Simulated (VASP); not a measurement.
Write the native input for VASP 6.6.1 that does the following.

| Item | Value |
| --- | --- |
| Task | single point |
| Functional | r2SCAN |
| Potentials or basis | VASP PAW PBE potentials, release 64 (Ti_sv, Al) |
| Cutoff | 520 eV |
| k mesh | 11 × 11 × 6 |
| Occupations | fermi-dirac, width 0.05 eV |
| Spin | no spin polarisation |
| Dipole correction | no |
| Further INCAR settings | ALGO = Normal; EDIFF = 1e-07; NBANDS = 14 |

TiAl:

```
Ti Al
1.0
     2.82851    0.00000    0.00000
    -1.41426    2.44956    0.00000
     0.00000    0.00000    4.61486
Ti Al
1 1
Direct
  0.00000 0.00000 0.00000
  0.33333 0.66667 0.50000
```

These files were run (other wordings do the same):

POSCAR

```
TiAl
1.0
    2.8285106954      0.0000000000      0.0000000000
   -1.4142553477      2.4495621171      0.0000000000
    0.0000000000      0.0000000000      4.6148579117
Ti Al
1 1
Direct
    0.0000000000      0.0000000000      0.0000000000
    0.3333333333      0.6666666667      0.5000000000
```

INCAR.step1

```
SYSTEM = TiAl
PREC     = Accurate       ! precision mode
ENCUT    = 520            ! plane-wave cutoff, eV
ISMEAR   = -1             ! smearing method
SIGMA    = 0.05           ! smearing width, eV
LREAL    = .False.        ! projectors in reciprocal space
LASPH    = .True.         ! aspherical terms in the spheres
NELM     = 60             ! most SCF steps
NBANDS   = 14             ! bands
GGA      = PE             ! functional
ALGO     = Normal         ! electronic algorithm
EDIFF    = 1E-4           ! SCF threshold, eV
LWAVE    = .True.         ! write WAVECAR
LCHARG   = .False.        ! write CHGCAR
```

INCAR.step2

```
SYSTEM = TiAl
PREC     = Accurate       ! precision mode
ENCUT    = 520            ! plane-wave cutoff, eV
EDIFF    = 1E-7           ! SCF threshold, eV
ISMEAR   = -1             ! smearing method
SIGMA    = 0.05           ! smearing width, eV
LREAL    = .False.        ! projectors in reciprocal space
LASPH    = .True.         ! aspherical terms in the spheres
NELM     = 60             ! most SCF steps
ALGO     = Normal         ! electronic algorithm
ISIF     = 2              ! what is computed and relaxed
LWAVE    = .False.        ! write WAVECAR
LCHARG   = .False.        ! write CHGCAR
METAGGA  = R2SCAN         ! meta-GGA
LMIXTAU  = .True.       
NBANDS   = 14             ! bands
ISTART   = 1
```

KPOINTS

```
Automatic mesh
0
Gamma
  11 11 6
  0 0 0
```

Potentials or basis: VASP PAW PBE potentials, release 64 (Ti_sv, Al).

Command:

```bash
$ cat potpaw_PBE.64/Ti_sv/POTCAR potpaw_PBE.64/Al/POTCAR > POTCAR
$ cp INCAR.step1 INCAR
$ mpirun -np 1 vasp_std > vasp.out
$ cp INCAR.step2 INCAR
$ mpirun -np 1 vasp_std > vasp.out
```

Results of the run:

- Pressure: 3.9 GPa

Caveat: the PAW data sets were made with another functional, which shifts forces and pressure a little.

Wall time 110 s on 1 thread of Intel Xeon 6975P-C (shared host), peak memory 0.18 GiB.
